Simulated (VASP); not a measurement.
## SnO: single point with LDA

SnO:

```
Sn O
1.0
     3.76688    0.00000    0.00000
     0.00000    3.76688    0.00000
     0.00000    0.00000    4.65532
Sn O
2 2
Direct
  0.00000 0.50000 0.24575
  0.50000 0.00000 0.75425
  0.00000 0.00000 0.00000
  0.50000 0.50000 0.00000
```

- Program: VASP 6.6.1
- Task: single point
- Functional: LDA
- Potentials or basis: VASP PAW LDA potentials, release 64 (Sn_d, O)
- Cutoff: 520 eV
- k mesh: 12 × 12 × 10
- Occupations: gaussian, width 0.15 eV
- Spin: no spin polarisation

```
Pressure               : 0.4 GPa
Largest force          : 0.129 eV/Å
Band gap on the k mesh : zero (bands 20 and 21 overlap by 0.22 eV)
```

Forces on the atoms (eV/Å):
```
Sn   0.000  0.000  0.129
Sn   0.000  0.000 -0.129
O    0.000  0.000  0.000
O    0.000  0.000  0.000
```

Levels at points of the mesh, in eV from the Fermi level:
```tsv
k point	band 16	band 17	band 18	band 19	band 20	band 21	band 22	band 23	band 24	band 25
(0.00, 0.00, 0.00)	-6.67	-3.72	-3.41	-3.41	-0.07	2.21	4.46	4.46	4.57	5.79
(0.50, 0.00, 0.00)	-5.32	-5.17	-5.17	-2.98	-2.98	3.30	3.30	5.80	5.80	6.15
(0.50, 0.50, 0.00)	-5.45	-2.72	-2.72	-2.00	-2.00	-0.26	-0.26	4.37	4.37	7.58
(0.00, 0.00, 0.50)	-3.81	-3.43	-3.43	-2.85	-2.36	1.46	2.58	2.58	3.50	8.01
(0.50, 0.00, 0.50)	-5.86	-5.12	-5.12	-1.88	-1.88	2.70	2.70	5.20	5.20	6.78
(0.50, 0.50, 0.50)	-6.04	-2.99	-2.99	-2.72	-2.72	2.18	2.18	4.28	4.28	5.62
```

It took 100 s on 1 thread of Intel(R) Xeon(R) 6975P-C (Granite Rapids), on a shared host, peak memory 0.34 GiB.

Caveat: semilocal functionals underestimate gaps, so a narrow gap can read as zero; spin-orbit coupling is left out, which moves the levels of the heavy elements.
